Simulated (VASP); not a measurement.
# ZrC (a cell with a defect) in VASP: single point with PBE

Aim: the single point of ZrC (a cell with a defect) with PBE.

All numbers are computed with VASP 6.6.1; they aren't measurements. Logs are shortened: lines on timing, memory, paths and dates and some standing lists are left out, and cuts for length are marked.

## Step 1: The cell of the first run

The cell holds a defect, 2 atoms: a = 3.288 Å, b = 3.288 Å, c = 3.288 Å, α = 60.00°, β = 60.00°, γ = 60.00°.

## Step 2: Single point, PBE

The input, INCAR:

```
PREC     = Accurate       # precision mode
ENCUT    = 520            # plane-wave cutoff, eV
EDIFF    = 1E-6           # SCF threshold, eV
ISMEAR   = -1             # smearing method
SIGMA    = 0.0816         # smearing width, eV
LREAL    = F              # projectors in reciprocal space
LASPH    = T              # aspherical terms in the spheres
NELM     = 120            # most SCF steps
ALGO     = Normal         # electronic algorithm
ISIF     = 2              # what is computed and relaxed
LWAVE    = F              # write WAVECAR
LCHARG   = F              # write CHGCAR
GGA      = PE             # functional
NBANDS   = 15             # bands
GGA_COMPAT= F
```

The input, KPOINTS:

```
regular mesh
0
Gamma
  10 10 10
```

The input, POSCAR:

```
ZrC
1.0
    0.0000000000      2.3250000000      2.3250000000
    2.3250000000      0.0000000000      2.3250000000
    2.3250000000      2.3250000000      0.0000000000
Zr C
1 1
Direct
    0.0000000000      0.0000000000      0.0000000000
    0.5000000000      0.5000000000      0.5000000000
```

Potentials or basis: VASP PAW PBE potentials, release 64 (Zr_sv, C).

Command:

```
$ cat potpaw_PBE.64/Zr_sv/POTCAR potpaw_PBE.64/C/POTCAR > POTCAR
$ mpirun -np 1 vasp_std > vasp.out
```

OUTCAR:

```text
PREC = Accurate
   ENCUT = 520
   EDIFF = 1E-6
   ISMEAR = -1
   LREAL = F
   LASPH = T
   NELM = 120
   ISIF = 2
   GGA = PE

 ion  position               nearest neighbor table
   1  0.000  0.000  0.000-   2 2.33   2 2.33   2 2.33   2 2.33   2 2.33   2 2.33
   2  0.500  0.500  0.500-   1 2.33   1 2.33   1 2.33   1 2.33   1 2.33   1 2.33

  LATTYP: Found a face centered cubic cell.
 ALAT       =     4.6500000000

  Lattice vectors:

 A1 = (   0.0000000000,   2.3250000000,   2.3250000000)
 A2 = (   2.3250000000,   0.0000000000,   2.3250000000)
 A3 = (   2.3250000000,   2.3250000000,   0.0000000000)

Analysis of symmetry for initial positions (statically):
=====================================================================
 Subroutine PRICEL returns:
 Original cell was already a primitive cell.

 Routine SETGRP: Setting up the symmetry group for a
 face centered cubic supercell.

 Subroutine GETGRP returns: Found 48 space group operations
 (whereof 48 operations were pure point group operations)
 out of a pool of 48 trial point group operations.

The static configuration has the point symmetry O_h .

Analysis of symmetry for dynamics (positions and initial velocities):
=====================================================================
 Subroutine PRICEL returns:
 Original cell was already a primitive cell.

 Routine SETGRP: Setting up the symmetry group for a
 face centered cubic supercell.

 Subroutine GETGRP returns: Found 48 space group operations
 (whereof 48 operations were pure point group operations)
 out of a pool of 48 trial point group operations.

The dynamic configuration has the point symmetry O_h .

 Subroutine INISYM returns: Found 48 space group operations
 (whereof 48 operations are pure point group operations),
 and found     1 'primitive' translations

----------------------------------------------------------------------------------------

                                     Primitive cell

  volume of cell :      25.1362

  direct lattice vectors                    reciprocal lattice vectors
     0.000000000  2.325000000  2.325000000    -0.215053763  0.215053763  0.215053763
     2.325000000  0.000000000  2.325000000     0.215053763 -0.215053763  0.215053763
     2.325000000  2.325000000  0.000000000     0.215053763  0.215053763 -0.215053763

  length of vectors
     3.288046533  3.288046533  3.288046533     0.372484045  0.372484045  0.372484045

  position of ions in fractional coordinates (direct lattice)
     0.000000000  0.000000000  0.000000000
     0.500000000  0.500000000  0.500000000

  ion indices of the primitive-cell ions
   primitive index   ion index
                 1           1
                 2           2

----------------------------------------------------------------------------------------

 KPOINTS: regular mesh

Automatic generation of k-mesh.
 Grid dimensions read from file:
 generate k-points for:   10   10   10

 Generating k-lattice:

  Cartesian coordinates                     Fractional coordinates (reciprocal lattice)
    -0.021505376  0.021505376  0.021505376     0.100000000  0.000000000  0.000000000
     0.021505376 -0.021505376  0.021505376     0.000000000  0.100000000  0.000000000
     0.021505376  0.021505376 -0.021505376     0.000000000  0.000000000  0.100000000

  Length of vectors
     0.037248404  0.037248404  0.037248404

  Shift w.r.t. Gamma in fractional coordinates (k-lattice)
     0.000000000  0.000000000  0.000000000

 Subroutine IBZKPT returns following result:
 ===========================================

 Found     47 irreducible k-points:

 Following reciprocal coordinates:
            Coordinates               Weight
  0.000000  0.000000  0.000000      1.000000
  0.100000  0.000000  0.000000      8.000000
  0.200000  0.000000  0.000000      8.000000
  0.300000  0.000000  0.000000      8.000000
  0.400000  0.000000  0.000000      8.000000
  0.500000  0.000000  0.000000      4.000000
[... 16 lines left out ...]
  0.300000  0.300000  0.000000      6.000000
  0.400000  0.300000  0.000000     24.000000
 [... further k-points ...]
   k-points           NKPTS =     47   k-points in BZ     NKDIM =     47   number of bands    NBANDS=     15
   number of dos      NEDOS =    301   number of ions     NIONS =      2
   total plane-waves  NPLWV =  13824
   dimension x,y,z NGX =    24 NGY =   24 NGZ =   24
   dimension x,y,z NGXF=    48 NGYF=   48 NGZF=   48
   ions per type =               1   1
   NGX,Y,Z   is equivalent  to a cutoff of  12.13, 12.13, 12.13 a.u.
   NGXF,Y,Z  is equivalent  to a cutoff of  24.27, 24.27, 24.27 a.u.
 SYSTEM =  unknown system
   PREC   = accura    normal or accurate (medium, high low for compatibility)
   ISTART =      0    job   : 0-new  1-cont  2-samecut
   ICHARG =      2    charge: 1-file 2-atom 10-const
   ISPIN  =      1    spin polarized calculation?
   LNONCOLLINEAR =      F non collinear calculations
   LSORBIT =      F    spin-orbit coupling
   LASPH  =      T    aspherical Exc in radial PAW
   ENCUT  =  520.0 eV  38.22 Ry    6.18 a.u.   6.11  6.11  6.11*2*pi/ulx,y,z
   NELM   =    120;   NELMIN=  2; NELMDL= -5     # of ELM steps
   EDIFF  = 0.1E-05   stopping-criterion for ELM
   LREAL  =      F    real-space projection
   EDIFFG = 0.1E-04   stopping-criterion for IOM
   NSW    =      0    number of steps for IOM
   IBRION =     -1    ionic relax: 0-MD 1-quasi-New 2-CG
   NFREE  =      0    steps in history (QN), initial steepest desc. (CG)
   ISIF   =      2    stress and relaxation
   ISYM   =      2    0-nonsym 1-usesym 2-fastsym
   POTIM  = 0.5000    time-step for ionic-motion
   TEBEG  =    0.0;   TEEND  =   0.0 temperature during run
   PSTRESS=    0.0 pullay stress
   NELECT =      16.0000    total number of electrons
   NUPDOWN=      -1.0000    fix difference up-down
   EMIN   =  10.00;   EMAX   =-10.00  energy-range for DOS
   EFERMI =   0.00;   METHOD = LEGACY
   ISMEAR =    -1;   SIGMA  =   0.08  broadening in eV -4-tet -1-fermi 0-gaus
   EFERMI_NEDOS =   21; number of points for ismear=-14 and -15
   IALGO  =     38    algorithm
   IMIX   =      4    mixing-type and parameters
     AMIX     =   0.40;   BMIX     =  1.00
     AMIX_MAG =   1.60;   BMIX_MAG =  1.00
  volume/ion in A,a.u.               =      12.57        84.81
  Fermi-wavevector in a.u.,A,eV,Ry     =   1.408257  2.661220 26.982902  1.983187
  Thomas-Fermi vector in A             =   2.530433
   LORBIT       =      0    0 simple, 1 ext, 2 COOP (PROOUT), +10 PAW based schemes
   GGA     = PE    functional components
[... 5 lines left out ...]
 non-spin polarized calculation
  energy-cutoff  :      520.00
  volume of cell :       25.14
 maximum number of plane-waves:       700
   NGX = 13   NGY = 13   NGZ = 13

 number of electron      16.0000000 magnetization

 Free energy of the ion-electron system (eV)
  ---------------------------------------------------
  ext. energy  EPLUGINS =         0.00000000
  ---------------------------------------------------
  free energy    TOTEN  =       -19.43454986 eV

  energy without entropy =      -19.42743724  energy(sigma->0) =      -19.43099355

 E-fermi :   9.9970     XC(G=0): -12.2941

 val. band max:        9.9260725525   @ k =   0.4000   0.4000   0.0000
 cond. band min:      10.0732311110   @ k =   0.1000   0.1000   0.0000
 fundamental gap:      0.1471585585
 Fermi energy:         9.9969505088

 k-point     1 :       0.0000    0.0000    0.0000
  band No.  band energies     occupation
      1     -37.9901      2.00000
      2     -15.6776      2.00000
      3     -15.6776      2.00000
      4     -15.6776      2.00000
      5      -1.4295      2.00000
      6      10.9318      0.00002
      7      10.9318      0.00002
      8      10.9318      0.00002
      9      11.0951      0.00000
     10      11.0951      0.00000
     11      11.0951      0.00000
     12      12.8969      0.00000
     13      12.8969      0.00000
     14      17.6728      0.00000
     15      20.5151      0.00000

 k-point     2 :       0.1000    0.0000    0.0000
  band No.  band energies     occupation
      1     -37.9790      2.00000
      2     -15.7769      2.00000
      3     -15.6861      2.00000
      4     -15.6861      2.00000
      5      -1.1918      2.00000
      6       9.6023      1.98425
      7       9.8950      1.55418
      8       9.8950      1.55418
      9      11.4809      0.00000
     10      11.4809      0.00000
     11      11.9317      0.00000
     12      14.0367      0.00000
     13      14.0367      0.00000
     14      18.1382      0.00000
     15      21.1529      0.00000

 k-point     3 :       0.2000    0.0000    0.0000
  band No.  band energies     occupation
      1     -37.9498      2.00000
      2     -16.0281      2.00000
      3     -15.7081      2.00000
      4     -15.7081      2.00000
      5      -0.5404      2.00000
      6       7.9856      2.00000
      7       8.6696      2.00000
      8       8.6696      2.00000
      9      12.1610      0.00000
     10      12.1610      0.00000
     11      12.5259      0.00000
     12      15.9809      0.00000
     13      15.9809      0.00000
     14      19.0860      0.00000
     15      22.6477      0.00000
[... 343 lines left out ...]
 k-point    23 :       0.3000    0.3000    0.0000
  band No.  band energies     occupation
      1     -37.8881      2.00000
      2     -16.2480      2.00000
      3     -15.8865      2.00000
      4     -15.8865      2.00000
      5      -0.0220      2.00000
      6       6.5751      2.00000
      7       8.9110      2.00000
      8       9.6680      1.96512
      9       9.6680      1.96512
     10      13.9388      0.00000
     11      15.3783      0.00000
     12      15.3783      0.00000
     13      17.4399      0.00000
     14      22.1476      0.00000
     15      25.2485      0.00000

 k-point    24 :       0.4000    0.3000    0.0000
  band No.  band energies     occupation
      1     -37.8646      2.00000
      2     -16.3631      2.00000
      3     -15.9489      2.00000
      4     -15.9192      2.00000
      5       0.0848      2.00000
      6       6.7778      2.00000
      7       8.2239      2.00000
      8       9.3549      1.99923
      9      10.1903      0.17101
     10      14.7170      0.00000
     11      15.7144      0.00000
     12      15.8291      0.00000
     13      18.1367      0.00000
     14      22.0301      0.00000
     15      23.4257      0.00000

 [... further k-points ...]

------------------------ aborting loop because EDIFF is reached ----------------------------------------

  FORCE on cell =-STRESS in cart. coord.  units (eV):
  Direction    XX          YY          ZZ          XY          YZ          ZX
  --------------------------------------------------------------------------------------
  -------------------------------------------------------------------------------------
  Total        1.4608932      1.4608932      1.4608932      0.0000000     -0.0000000      0.0000000
  in kB       93.1172572     93.1172572     93.1172572      0.0000000     -0.0000000      0.0000000
  external PRESSURE =      93.1172572 kB  Pullay stress =       0.0000000 kB

 VOLUME and BASIS-vectors are now :
 -----------------------------------------------------------------------------
  energy-cutoff  :      520.00
  volume of cell :       25.14
      direct lattice vectors                 reciprocal lattice vectors
     0.000000000  2.325000000  2.325000000    -0.215053763  0.215053763  0.215053763
     2.325000000  0.000000000  2.325000000     0.215053763 -0.215053763  0.215053763
     2.325000000  2.325000000  0.000000000     0.215053763  0.215053763 -0.215053763

 POSITION                                       TOTAL-FORCE (eV/Angst)
 -----------------------------------------------------------------------------------
      0.00000      0.00000      0.00000         0.000000      0.000000      0.000000
      2.32500      2.32500      2.32500         0.000000      0.000000     -0.000000
 -----------------------------------------------------------------------------------
    total drift:                                0.000000     -0.000000     -0.000000

  FREE ENERGIE OF THE ION-ELECTRON SYSTEM (eV)
  ---------------------------------------------------
  free  energy   TOTEN  =       -19.4345498560 eV

  energy  without entropy=      -19.4274372407  energy(sigma->0) =      -19.43099355
```

Run time: 25 s. Hardware: 1 thread of Intel Xeon 8259CL, shared host; peak memory 0.15 GiB.

Results:

```
Free energy            : -19.4345 eV
Pressure               : 9.3 GPa
Band gap on the k mesh : zero (band 8 reaches 10.93 eV, above the bottom of band 9 at 9.67 eV)
```

Levels at points of the mesh, in eV from the Fermi level:
```tsv
k point	band 6	band 7	band 8	band 9	band 10	band 11
(0.00, 0.00, 0.00)	0.93	0.93	0.93	1.10	1.10	1.10
(0.50, 0.00, 0.00)	-5.43	-3.05	-3.05	4.67	4.67	5.53
(0.50, 0.50, 0.00)	-2.01	-1.87	0.09	0.09	4.62	5.89
```
